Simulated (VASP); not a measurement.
Write the native input for VASP 6.6.1 that does the following.

```
Task                   : single point
Functional             : PBE
Potentials or basis    : VASP PAW PBE potentials, release 64 (Ca_sv, Pt, C, N)
Cutoff                 : 520 eV
k mesh                 : 4 × 4 × 4
Occupations            : gaussian, width 0.1 eV
Spin                   : no spin polarisation
Dipole correction      : no
Further INCAR settings : ALGO = Normal; EDIFF = 1e-06; NBANDS = 39
```

The structure of CaPtC4N4 lies in POSCAR:

```
CaPtC4N4
1.0
    3.4125793900     -3.7359986800      0.0000000000
    3.4125793900      3.7359986800      0.0000000000
    0.0000000000      0.0000000000      7.4719973600
Ca Pt C N
1 1 4 4
Direct
    0.0000000000      0.0000000000      0.0000000000
    0.5000000000      0.5000000000      0.5000000000
    0.1992997100      0.8007002900      0.8007002900
    0.8007002900      0.1992997100      0.1992997100
    0.1992997100      0.8007002900      0.1992997100
    0.8007002900      0.1992997100      0.8007002900
    0.3100217700      0.6899782300      0.6899782300
    0.6899782300      0.3100217700      0.3100217700
    0.3100217700      0.6899782300      0.3100217700
    0.6899782300      0.3100217700      0.6899782300
```

These files were run (other wordings do the same):

INCAR

```
SYSTEM = CaPtC4N4
PREC = Accurate
ENCUT = 520
EDIFF = 1E-6
ISMEAR = 0
SIGMA = 0.1
LREAL = .False.
LASPH = .True.
NELM = 100
ALGO = Normal
ISIF = 2
LWAVE = .False.
LCHARG = .False.
GGA = PE
NBANDS = 39
```

KPOINTS

```
Automatic mesh
0
Gamma
  4 4 4
  0 0 0
```

Potentials or basis: VASP PAW PBE potentials, release 64 (Ca_sv, Pt, C, N).

Launch:

```bash
$ cat potpaw_PBE.64/Ca_sv/POTCAR potpaw_PBE.64/Pt/POTCAR potpaw_PBE.64/C/POTCAR potpaw_PBE.64/N/POTCAR > POTCAR
$ mpirun -np 1 vasp_std > vasp.out
```

It gave:

The pressure is 9.5 GPa, the largest force is 4.081 eV/Å and the band gap on the k mesh is 3.40 eV (least direct gap 3.52 eV).

Caveat: the cell stands under pressure; spin-orbit coupling is left out, which moves the levels of the heavy elements; forces of over 1 eV/Å act on the atoms, so gaps and moduli don't describe the material at rest.

It took 93 s on 1 thread of Intel(R) Xeon(R) 6975P-C (Granite Rapids), on a shared host, peak memory 0.38 GiB.
